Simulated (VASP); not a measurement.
Crystal: AlH2.

```
CELL_PARAMETERS angstrom
3.13730 0.00000 0.00000
-1.56865 2.71698 0.00000
0.00000 0.00000 3.68664
ATOMIC_POSITIONS crystal
Al 0.66667 0.33333 0.00000
H 0.33333 0.66667 0.17254
H 0.33333 0.66667 0.82746
```

* Program: VASP 6.6.1
* Task: relaxation of cell and atoms
* Functional: PBE
* Potentials or basis: VASP PAW PBE potentials, release 64 (Al, H)
* Cutoff: 600 eV
* k mesh: 6 × 6 × 6
* Occupations: gaussian, width 0.1 eV
* Spin: no spin polarisation

At the start: pressure 0.2 GPa; volume 10.47 Å³/atom.

Problem. Where does the relaxation end?

Solution. Over 59 steps the energy falls by 531.6 meV/atom and the volume is 12.04 Å³/atom (+14.9 %); space group P-6m2 (No. 187, to 0.05 Å).

Step by step:
| step | energy change (eV) | largest force (eV/Å) | pressure (GPa) | volume (Å³) |
| --- | --- | --- | --- | --- |
| 1 | 0.0000 | 1.6969 | 0.20 | 31.42 |
| 3 | -1.0389 | 0.6665 | -6.91 | 31.54 |
| 5 | -1.1693 | 0.0340 | 2.78 | 25.27 |
| 7 | -1.1877 | 0.0283 | 1.39 | 25.73 |
| 9 | -1.1915 | 0.0479 | 0.02 | 26.19 |
| 11 | -1.1922 | 0.0662 | -0.06 | 26.30 |
| 13 | -1.2045 | 0.1479 | 0.24 | 27.07 |
| 15 | -1.2224 | 0.3929 | 3.61 | 28.45 |
| 17 | -1.2248 | 0.2038 | 2.68 | 28.20 |
| 19 | -1.2251 | 0.2348 | 2.82 | 28.26 |
| 21 | -1.2254 | 0.2748 | 3.00 | 28.36 |
| 23 | -1.2277 | 0.2603 | 2.91 | 28.47 |
| 25 | -1.2372 | 0.1728 | 2.60 | 28.92 |
| 27 | -1.2846 | 0.1635 | 1.21 | 30.75 |
| 29 | -1.1712 | 3.7485 | 2.09 | 38.69 |
| 31 | -1.3150 | 1.2364 | 1.13 | 34.21 |
| 33 | -1.3431 | 1.0297 | 0.12 | 36.27 |
| 35 | -1.3578 | 0.5984 | -1.22 | 38.78 |
| 37 | -1.3745 | 0.2230 | -1.93 | 37.55 |
| 39 | -1.3875 | 0.0903 | -1.49 | 36.48 |
| 41 | -1.4287 | 0.5047 | 1.21 | 31.90 |
| 43 | -1.4371 | 0.2582 | 2.31 | 30.96 |
| 45 | -1.4464 | 0.0250 | 1.26 | 31.41 |
| 47 | -1.4550 | 0.3845 | -0.26 | 32.31 |
| 49 | -1.4928 | 0.1345 | -1.19 | 34.12 |
| 51 | -1.5191 | 0.7112 | -1.37 | 36.75 |
| 53 | -1.5416 | 0.3772 | -2.08 | 38.30 |
| 55 | -1.5623 | 0.1059 | -2.38 | 40.02 |
| 57 | -1.5882 | 0.4901 | -1.36 | 37.04 |
| 59 | -1.5948 | 0.0265 | 0.02 | 36.11 |

Final structure:
```
CELL_PARAMETERS angstrom
2.65827 0.00000 0.00000
-1.32913 2.30213 0.00000
0.00000 0.00000 5.90054
ATOMIC_POSITIONS crystal
Al 0.66667 0.33333 0.00000
H 0.33333 0.66667 0.43501
H 0.33333 0.66667 0.56499
```

Caveat: the k points lie up to 0.45 Å⁻¹ apart in the final cell.
